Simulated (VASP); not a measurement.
# TiAl3 (I4/mmm) in VASP: single point with r2SCAN

Aim: the single point of TiAl3 with r2SCAN.

Program: VASP 6.6.1. These are calculated values, not measurements. Logs are shortened: lines on timing, memory, paths and dates and some standing lists are left out, and cuts for length are marked.

## Step 1: The cell of the first run

It takes space group I4/mmm (No. 139, tetragonal). Conventional cell: a = 3.824 Å, b = 3.824 Å, c = 8.563 Å, α = 90.00°, β = 90.00°, γ = 90.00°. Within 3.6 Å of Ti (site symmetry 4/mmm) lie 12 Al at 2.70 to 2.87 Å. Al (site symmetry 4/mmm) has 4 Ti at 2.70 Å and 8 Al at 2.87 Å within 3.6 Å. Al (site symmetry -4m2) has 8 Al at 2.70 to 2.87 Å and 4 Ti at 2.87 Å within 3.6 Å.

## Step 2: Single point, r2SCAN

Input file POSCAR:

```
TiAl3
1.0
   -1.9118228434      1.9118228434      4.2813221064
    1.9118228434     -1.9118228434      4.2813221064
    1.9118228434      1.9118228434     -4.2813221064
Ti Al
1 3
Direct
    0.0000000000      0.0000000000      0.0000000000
    0.5000000000      0.5000000000      0.0000000000
    0.7500000000      0.2500000000      0.5000000000
    0.2500000000      0.7500000000      0.5000000000
```

Input file INCAR.step1:

```
  PREC = Accurate
  ENCUT = 520
  ISMEAR = 0
  SIGMA = 0.1
  LREAL = F
  LASPH = T
  NELM = 100
  NBANDS = 18
  GGA = PE
  ALGO = Normal
  EDIFF = 1E-4
  LWAVE = T
  LCHARG = F
```

Input file INCAR.step2:

```
  PREC = Accurate
  ENCUT = 520
  EDIFF = 1E-7
  ISMEAR = 0
  SIGMA = 0.1
  LREAL = F
  LASPH = T
  NELM = 100
  ALGO = Normal
  ISIF = 2
  LWAVE = F
  LCHARG = F
  METAGGA = R2SCAN
  LMIXTAU = T
  NBANDS = 18
  ISTART = 1
```

Input file KPOINTS:

```
Automatic mesh
0
Gamma
  16 16 16
```

Potentials or basis: VASP PAW PBE potentials, release 64 (Ti_sv, Al).

Started as:

```sh
> cat potpaw_PBE.64/Ti_sv/POTCAR potpaw_PBE.64/Al/POTCAR > POTCAR
> cp INCAR.step1 INCAR
> mpirun -np 1 vasp_std > vasp.out
> cp INCAR.step2 INCAR
> mpirun -np 1 vasp_std > vasp.out
```

OUTCAR:

```text
PREC = Accurate
   ENCUT = 520
   EDIFF = 1E-7
   ISMEAR = 0
   LREAL = F
   LASPH = T
   NELM = 100
   ISIF = 2
   METAGGA = R2SCAN
   ISTART = 1

 ion  position               nearest neighbor table
   1  0.000  0.000  0.000-   2 2.70   2 2.70   2 2.70   2 2.70   4 2.87   3 2.87   4 2.87   4 2.87
                             3 2.87   3 2.87   4 2.87   3 2.87
   2  0.500  0.500  0.000-   1 2.70   1 2.70   1 2.70   1 2.70   4 2.87   3 2.87   4 2.87   3 2.87
                             4 2.87   4 2.87   3 2.87   3 2.87
   3  0.750  0.250  0.500-   4 2.70   4 2.70   4 2.70   4 2.70   2 2.87   1 2.87   2 2.87   1 2.87
                             2 2.87   2 2.87   1 2.87   1 2.87
   4  0.250  0.750  0.500-   3 2.70   3 2.70   3 2.70   3 2.70   2 2.87   1 2.87   2 2.87   2 2.87
                             1 2.87   1 2.87   2 2.87   1 2.87

  LATTYP: Found a body centered tetragonal cell.
 ALAT       =     3.8236456868
 C/A-ratio  =     2.2393926933

  Lattice vectors:

 A1 = (  -1.9118228434,   1.9118228434,   4.2813221064)
 A2 = (   1.9118228434,  -1.9118228434,   4.2813221064)
 A3 = (   1.9118228434,   1.9118228434,  -4.2813221064)

Analysis of symmetry for initial positions (statically):
=====================================================================
 Subroutine PRICEL returns:
 Original cell was already a primitive cell.

 Routine SETGRP: Setting up the symmetry group for a
 body centered tetragonal supercell.

 Subroutine GETGRP returns: Found 16 space group operations
 (whereof 16 operations were pure point group operations)
 out of a pool of 16 trial point group operations.

The static configuration has the point symmetry D_4h.

Analysis of symmetry for dynamics (positions and initial velocities):
=====================================================================
 Subroutine PRICEL returns:
 Original cell was already a primitive cell.

 Routine SETGRP: Setting up the symmetry group for a
 body centered tetragonal supercell.

 Subroutine GETGRP returns: Found 16 space group operations
 (whereof 16 operations were pure point group operations)
 out of a pool of 16 trial point group operations.

The dynamic configuration has the point symmetry D_4h.

 Subroutine INISYM returns: Found 16 space group operations
 (whereof 16 operations are pure point group operations),
 and found     1 'primitive' translations

----------------------------------------------------------------------------------------

                                     Primitive cell

  volume of cell :      62.5941

  direct lattice vectors                    reciprocal lattice vectors
    -1.911822843  1.911822843  4.281322106     0.000000000  0.261530508  0.116786354
     1.911822843 -1.911822843  4.281322106     0.261530508  0.000000000  0.116786354
     1.911822843  1.911822843 -4.281322106     0.261530508  0.261530508  0.000000000

  length of vectors
     5.063580961  5.063580961  5.063580961     0.286421471  0.286421471  0.369859992

  position of ions in fractional coordinates (direct lattice)
     0.000000000  0.000000000  0.000000000
     0.500000000  0.500000000  0.000000000
     0.750000000  0.250000000  0.500000000
     0.250000000  0.750000000  0.500000000

  ion indices of the primitive-cell ions
   primitive index   ion index
                 1           1
                 2           2
                 3           3
                 4           4

----------------------------------------------------------------------------------------

 KPOINTS: Automatic mesh

Automatic generation of k-mesh.
 Grid dimensions read from file:
 generate k-points for:   16   16   16

 Generating k-lattice:

  Cartesian coordinates                     Fractional coordinates (reciprocal lattice)
     0.000000000  0.016345657  0.007299147     0.062500000 -0.000000000  0.000000000
     0.016345657  0.000000000  0.007299147    -0.000000000  0.062500000  0.000000000
     0.016345657  0.016345657  0.000000000     0.000000000  0.000000000  0.062500000

  Length of vectors
     0.017901342  0.017901342  0.023116249

  Shift w.r.t. Gamma in fractional coordinates (k-lattice)
     0.000000000  0.000000000  0.000000000

 Subroutine IBZKPT returns following result:
 ===========================================

 Found    349 irreducible k-points:

 Following reciprocal coordinates:
            Coordinates               Weight
  0.000000  0.000000  0.000000      1.000000
  0.062500  0.000000 -0.000000      8.000000
  0.125000  0.000000 -0.000000      8.000000
  0.187500 -0.000000  0.000000      8.000000
  0.250000  0.000000 -0.000000      8.000000
  0.312500  0.000000  0.000000      8.000000
[... 16 lines left out ...]
 -0.125000  0.062500  0.000000     16.000000
 -0.062500  0.062500  0.000000      4.000000
 [... further k-points ...]
   k-points           NKPTS =    349   k-points in BZ     NKDIM =    349   number of bands    NBANDS=     18
   number of dos      NEDOS =    301   number of ions     NIONS =      4
   total plane-waves  NPLWV =  64000
   dimension x,y,z NGX =    40 NGY =   40 NGZ =   40
   dimension x,y,z NGXF=    80 NGYF=   80 NGZF=   80
   ions per type =               1   3
   NGX,Y,Z   is equivalent  to a cutoff of  13.13, 13.13, 13.13 a.u.
   NGXF,Y,Z  is equivalent  to a cutoff of  26.27, 26.27, 26.27 a.u.
 SYSTEM =  unknown system
   PREC   = accura    normal or accurate (medium, high low for compatibility)
   ISTART =      1    job   : 0-new  1-cont  2-samecut
   ICHARG =      0    charge: 1-file 2-atom 10-const
   ISPIN  =      1    spin polarized calculation?
   LNONCOLLINEAR =      F non collinear calculations
   LSORBIT =      F    spin-orbit coupling
   LASPH  =      T    aspherical Exc in radial PAW
   ENCUT  =  520.0 eV  38.22 Ry    6.18 a.u.   9.41  9.41  9.41*2*pi/ulx,y,z
   NELM   =    100;   NELMIN=  2; NELMDL=  0     # of ELM steps
   EDIFF  = 0.1E-06   stopping-criterion for ELM
   LREAL  =      F    real-space projection
   EDIFFG = 0.1E-05   stopping-criterion for IOM
   NSW    =      0    number of steps for IOM
   IBRION =     -1    ionic relax: 0-MD 1-quasi-New 2-CG
   NFREE  =      0    steps in history (QN), initial steepest desc. (CG)
   ISIF   =      2    stress and relaxation
   ISYM   =      2    0-nonsym 1-usesym 2-fastsym
   POTIM  = 0.5000    time-step for ionic-motion
   TEBEG  =    0.0;   TEEND  =   0.0 temperature during run
   PSTRESS=    0.0 pullay stress
   NELECT =      21.0000    total number of electrons
   NUPDOWN=      -1.0000    fix difference up-down
   EMIN   =  10.00;   EMAX   =-10.00  energy-range for DOS
   EFERMI =   0.00;   METHOD = LEGACY
   ISMEAR =     0;   SIGMA  =   0.10  broadening in eV -4-tet -1-fermi 0-gaus
   EFERMI_NEDOS =   21; number of points for ismear=-14 and -15
   IALGO  =     38    algorithm
   IMIX   =      4    mixing-type and parameters
     AMIX     =   0.40;   BMIX     =  1.00
     AMIX_MAG =   1.60;   BMIX_MAG =  1.00
  volume/ion in A,a.u.               =      15.65       105.60
  Fermi-wavevector in a.u.,A,eV,Ry     =   1.137549  2.149656 17.606187  1.294018
  Thomas-Fermi vector in A             =   2.274254
   LORBIT       =      0    0 simple, 1 ext, 2 COOP (PROOUT), +10 PAW based schemes
   METAGGA = R2SCAN    functional components
   LHFCALC =     F    Hartree Fock is set to
   AEXX    =    0.0000 exact exchange contribution
   IVDW    =     0    specifies the selected vdW correction
   LEPSILON=     F    determine dielectric tensor
   LRPA    =     F    only Hartree local field effects (RPA)
 non-spin polarized calculation
 Gauss-broadening in eV      SIGMA  =   0.10
  energy-cutoff  :      520.00
  volume of cell :       62.59
 maximum number of plane-waves:      1700
 NGX is ok and might be reduce to    40
   NGX = 19   NGY = 19   NGZ = 19

 number of electron      20.9999999 magnetization

 Free energy of the ion-electron system (eV)
  ---------------------------------------------------
  ext. energy  EPLUGINS =         0.00000000
  ---------------------------------------------------
  free energy    TOTEN  =       -34.91063960 eV

  energy without entropy =      -34.90242630  energy(sigma->0) =      -34.90653295

 E-fermi :   8.3620     XC(G=0): -11.5537

 val. band max:        8.3612461866   @ k =  -0.1875   0.2500   0.1875
 cond. band min:       8.3675717748   @ k =  -0.3750  -0.4375   0.3750
 fundamental gap:      0.0063255882
 Fermi energy:         8.3619511456

 k-point     1 :       0.0000    0.0000    0.0000
  band No.  band energies     occupation
      1     -50.4532      2.00000
      2     -25.7252      2.00000
      3     -25.7252      2.00000
      4     -25.6536      2.00000
      5      -2.3878      2.00000
      6       5.3866      2.00000
[... 10 lines left out ...]
     17      12.4290      0.00000
     18      12.4473      0.00000

 k-point     2 :       0.0625    0.0000   -0.0000
  band No.  band energies     occupation
      1     -50.4532      2.00000
      2     -25.7264      2.00000
      3     -25.7251      2.00000
      4     -25.6535      2.00000
      5      -2.3361      2.00000
      6       5.0298      2.00000
[... 10 lines left out ...]
     17      12.4570      0.00000
     18      12.7338      0.00000

 k-point     3 :       0.1250    0.0000   -0.0000
  band No.  band energies     occupation
      1     -50.4530      2.00000
      2     -25.7297      2.00000
      3     -25.7249      2.00000
      4     -25.6534      2.00000
      5      -2.1816      2.00000
      6       4.6616      2.00000
[... 10 lines left out ...]
     17      12.5117      0.00000
     18      13.4563      0.00000

 k-point     4 :       0.1875   -0.0000    0.0000
  band No.  band energies     occupation
      1     -50.4528      2.00000
      2     -25.7346      2.00000
      3     -25.7246      2.00000
      4     -25.6532      2.00000
      5      -1.9261      2.00000
      6       4.2801      2.00000
[... 375 lines left out ...]
      4     -25.6529      2.00000
      5      -1.9252      2.00000
      6       4.6040      2.00000
[... 10 lines left out ...]
     17      12.8805      0.00000
     18      14.2941      0.00000

 k-point    23 :      -0.1250    0.0625    0.0000
  band No.  band energies     occupation
      1     -50.4529      2.00000
      2     -25.7296      2.00000
      3     -25.7260      2.00000
      4     -25.6532      2.00000
      5      -2.1640      2.00000
      6       5.0466      2.00000
[... 10 lines left out ...]
     17      12.7133      0.00000
     18      13.4821      0.00000

 k-point    24 :      -0.0625    0.0625    0.0000
  band No.  band energies     occupation
      1     -50.4531      2.00000
      2     -25.7264      2.00000
      3     -25.7262      2.00000
      4     -25.6534      2.00000
      5      -2.3014      2.00000
      6       5.4197      2.00000
[... 10 lines left out ...]
     17      12.5978      0.00000
     18      12.8085      0.00000

 [... further k-points ...]
[... 5 lines left out ...]
  --------------------------------------------------------------------------------------
  -------------------------------------------------------------------------------------
  Total       -0.0409072     -0.0409072     -0.0312362      0.0000000     -0.0000000      0.0000000
  in kB       -1.0470724     -1.0470724     -0.7995307      0.0000000     -0.0000000      0.0000000
  external PRESSURE =      -0.9645585 kB  Pullay stress =       0.0000000 kB

 VOLUME and BASIS-vectors are now :
 -----------------------------------------------------------------------------
  energy-cutoff  :      520.00
  volume of cell :       62.59
      direct lattice vectors                 reciprocal lattice vectors
    -1.911822843  1.911822843  4.281322106     0.000000000  0.261530508  0.116786354
     1.911822843 -1.911822843  4.281322106     0.261530508  0.000000000  0.116786354
     1.911822843  1.911822843 -4.281322106     0.261530508  0.261530508  0.000000000

 POSITION                                       TOTAL-FORCE (eV/Angst)
 -----------------------------------------------------------------------------------
      0.00000      0.00000      0.00000        -0.000000     -0.000000     -0.000000
      0.00000      0.00000      4.28132        -0.000000     -0.000000     -0.000000
     -0.00000      1.91182      2.14066         0.000000     -0.000000      0.000000
      1.91182     -0.00000      2.14066        -0.000000      0.000000      0.000000
 -----------------------------------------------------------------------------------
    total drift:                               -0.000000     -0.000000      0.000000

  FREE ENERGIE OF THE ION-ELECTRON SYSTEM (eV)
  ---------------------------------------------------
  free  energy   TOTEN  =       -34.9106395985 eV

  energy  without entropy=      -34.9024262957  energy(sigma->0) =      -34.90653295
```

Wall time 28 min (1 thread of AMD EPYC 9R45 (Zen 5), shared host); peak memory 0.5 GiB.

Results:

```
Free energy            : -34.9106 eV
Pressure               : -0.1 GPa
Band gap on the k mesh : zero (an odd number of electrons rules out a gap without spin polarisation)
```

Caveat: the PAW data sets were made with another functional, which shifts forces and pressure a little.
